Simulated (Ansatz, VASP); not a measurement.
Two plane-wave programs on AlRu

POSCAR

```
AlRu
1.0
    2.9916000000      0.0000000000      0.0000000000
    0.0000000000      2.9916000000      0.0000000000
    0.0000000000      0.0000000000      2.9916000000
Al Ru
1 1
Direct
    0.0000000000      0.0000000000      0.0000000000
    0.5000000000      0.5000000000      0.5000000000
```

INCAR.step1

```
  PREC = Accurate
  ENCUT = 600
  ISMEAR = 0
  SIGMA = 0.1
  LREAL = False
  LASPH = True
  NELM = 100
  GGA = PE
  ALGO = Normal
  EDIFF = 1E-4
  LWAVE = True
  LCHARG = False
```

The input INCAR.step2:

```
  PREC = Accurate
  ENCUT = 600
  EDIFF = 1E-6
  ISMEAR = 0
  SIGMA = 0.1
  LREAL = False
  LASPH = True
  NELM = 100
  ALGO = Normal
  ISIF = 3
  LWAVE = False
  LCHARG = False
  METAGGA = R2SCAN
  LMIXTAU = True
  IBRION = 2
  NSW = 100
  EDIFFG = -0.005
  ISTART = 1
```

The input KPOINTS:

```
regular mesh
0
Gamma
  14 14 14
```

Input for Ansatz:

```yaml
crystal:
  lattice:
    - [2.9916, 0.0, 0.0]
    - [0.0, 2.9916, 0.0]
    - [0.0, 0.0, 2.9916]
  atoms:
    - { symbol: Al, position: [0.0, 0.0, 0.0] }
    - { symbol: Ru, position: [0.5, 0.5, 0.5] }
basis:
  ecutwfc: 500
kpoints:
  mp_grid: { grid: [14, 14, 14] }
hamiltonian:
  xc: r2scan
scf:
  occupations: { method: gaussian, width: 0.1 }
output:
  forces: true
  stress: true
  eigenvalues: true
relax:
  adjacent_minimum: "off"
  f_tol: 0.005
  max_steps: 80
  cell: { stress_tol: 0.05 }
```

Alike in both runs: task relaxation of cell and atoms; functional r2SCAN; k mesh 14 × 14 × 14; occupations gaussian, width 0.1 eV; no spin polarisation.

```csv
,VASP,Ansatz
version,VASP 6.6.1,Ansatz 0.2.0
potentials or method,"VASP PAW PBE potentials, release 64 (Al, Ru_pv), cutoff 600 eV","scalar-relativistic, plane waves, PAW"
valence electrons in the cell,17,19
```

|  | VASP | Ansatz | Ansatz less VASP |
| --- | --- | --- | --- |
| gap on the k mesh at the Fermi level, each at its own relaxed structure (eV) | none | none | - |
| relaxed volume (Å³/atom) | 13.28 | 13.27 | -0.009 |
| relaxed cell length with the largest relative difference (Å) | 2.983 | 2.983 | -0.0007 |

VASP's potentials were made for PBE, not for r2SCAN. A gap of «none» marks a metal or a gap that the smearing closes. VASP's potentials hold 17 valence electrons a cell and Ansatz's 19, so a difference there can come from the potentials and not from the codes.
